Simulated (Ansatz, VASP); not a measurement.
**Tl in VASP and in Ansatz**

File INCAR:

```
PREC = Accurate ; ENCUT = 520
EDIFF = 1E-6 ; ISMEAR = -1
SIGMA = 0.05 ; LREAL = F
LASPH = T ; NELM = 80
ALGO = Normal ; ISIF = 2
LWAVE = F ; LCHARG = F
NBANDS = 20
```

KPOINTS

```
regular mesh
0
Gamma
  9 9 5
```

The input POSCAR:

```
Tl
1.0
    3.5014788996      0.0000000000      0.0000000000
   -1.7507394498      3.0323696779      0.0000000000
    0.0000000000      0.0000000000      5.5977057061
Tl
2
Direct
    0.6666666667      0.3333333333      0.7500000000
    0.3333333333      0.6666666667      0.2500000000
```

input.yaml

```yaml
crystal:
  lattice:
    - [3.5014788996, 0.0, 0.0]
    - [-1.7507394498, 3.0323696779, 0.0]
    - [0.0, 0.0, 5.5977057061]
  atoms:
    - { symbol: Tl, position: [0.6666666667, 0.3333333333, 0.75] }
    - { symbol: Tl, position: [0.3333333333, 0.6666666667, 0.25] }
kpoints:
  mp_grid: { grid: [9, 9, 5] }
scf:
  occupations: { method: fermi_dirac, width: 0.05 }
hamiltonian:
  xc: lda
  pseudopotentials: { kind: all_electron, lapw: { basis_error: 0.001 } }
output:
  forces: true
  stress: true
  eigenvalues: true
```

Change from the starting cell: volume scaled by 1.04.

Alike in both runs: task single point; functional LDA; k mesh 9 × 9 × 5; occupations fermi-dirac, width 0.05 eV; no spin polarisation.

```csv
,VASP,Ansatz
version,VASP 6.6.1,Ansatz 0.2.0
potentials or method,"VASP PAW LDA potentials, release 64 (Tl_d), cutoff 520 eV","all-electron LAPW, scalar-relativistic"
```

Ansatz gave:

* gap on the k mesh at the Fermi level (eV): none
* pressure (GPa): -2.7
* traceless stress, the component that is largest in VASP (GPa): 0.56

Q: Estimate VASP's values.

A: gap on the k mesh at the Fermi level (eV): none; pressure (GPa): -2.7; traceless stress, the component that is largest in VASP (GPa): 0.59.

LDA's correlation is that of Perdew and Zunger in VASP and of Perdew and Wang (1992) in Ansatz. A gap of «none» marks a metal or a gap that the smearing closes. Ansatz ran all-electron here, and VASP with PAW potentials.

Neither program's run includes spin-orbit coupling.
